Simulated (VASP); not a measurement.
Runs of VASP 6.6.1 on Cr. The structure is that of space group Im-3m (No. 229), or close to it. The cells are those of the table. 

| level | U | cell | k mesh | cutoff (eV) | smearing | tolerance level | purpose | K density | dipole correction | gap on the mesh (eV) | pressure (GPa) | moment (μB) |
| --- | --- | --- | --- | --- | --- | --- | --- | --- | --- | --- | --- | --- |
| PBE+U | Cr d U = 4 eV | a = 2.571 Å, angles 109.5°, 1 atom | 38 × 38 × 38 | 520 | tetrahedron 0.1 eV | standard | density of states | 14 × 14 × 14 | - | none | - | 0.11 |
| PBE+U | Cr d U = 4 eV | a = 2.571 Å, angles 109.5°, 1 atom | 17 × 17 × 17 | 300 | tetrahedron 0.1 eV | standard | density of states | 14 × 14 × 14 | - | none | - | 0.11 |
| PBEsol+U | Cr d U = 8.0 eV | a = 2.571 Å, angles 109.5°, 1 atom | 12 × 12 × 12 | 520 | fermi-dirac 0.05 eV | - | - | - | no | none | 69.9 | 4.78 |
| PBEsol+U | Cr d U = 6.0 eV | a = 2.571 Å, angles 109.5°, 1 atom | 12 × 12 × 12 | 520 | fermi-dirac 0.05 eV | - | - | - | no | none | (a) | 4.57 |
| RPBE+U | Cr d U = 3.5 eV | a = 3.130 Å, angles 109.5°, 1 atom | 12 × 12 × 12 | 520 | methfessel-paxton 0.15 eV | - | - | - | no | none | (b) | 4.86 |

Alike in all rows: task single point; potentials or basis VASP PAW PBE potentials, release 64 (Cr_pv); spin collinear, ferromagnetic start.

Problem. Fill in the values left out.

Solution. (a) 67.1; (b) -1.5.

Caveats: the U is typed as a test and isn't derived for this compound; the PAW data sets were made with another functional, which shifts forces and pressure a little (at least some runs); an empty level that is flat over the whole mesh can mark a ghost state of the potentials, or a narrow d or f band (at least some runs); tetrahedron occupations give inexact forces and stress in metals (at least some runs); the cell stands under pressure (at least some runs); the cutoff is under 1.25 times the usual one of these potentials, so pressure, stress and relaxed cells hold a basis-set (Pulay) error (at least some runs).

A gap of «none» marks levels without a gap at the run's occupations.
